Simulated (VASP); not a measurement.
Sb, 1 atom in the cell. The structure is tetragonal, space group P4/mmm (No. 123). Conventional cell: a = 3.160 Å, b = 3.160 Å, c = 3.302 Å, α = 90.00°, β = 90.00°, γ = 90.00°. Within 4.2 Å of Sb (site symmetry 4/mmm) lie 6 Sb at 3.16 to 3.30 Å.  This cell differs from its parent crystal: strain +0.0450 x Voigt [0, 1, 0, 0, 0, 0].

```yaml
Program: VASP 6.6.1
Task: single point
Functional: PBE
Potentials_or_basis: VASP PAW PBE potentials, release 64 (Sb)
Cutoff: 520 eV
k_mesh: 16 × 16 × 16
Occupations: gaussian, width 0.15 eV
Spin: no spin polarisation
Dipole_correction: no
Further_INCAR_settings: ALGO = Normal; EDIFF = 1e-06; NBANDS = 8
```

Potentials or basis: VASP PAW PBE potentials, release 64 (Sb).

Launch:

```console
$ cat potpaw_PBE.64/Sb/POTCAR > POTCAR
$ mpirun -np 1 vasp_std > vasp.out
```

Hardware: 1 thread of Intel Xeon 8259CL, with other jobs on the host.

Problem. How long does it take, and how much memory?

Solution. Wall time 76 s on 1 thread of Intel Xeon 8259CL, on a shared host, peak memory 0.22 GiB. Counts: scf iterations 10, k points 405.
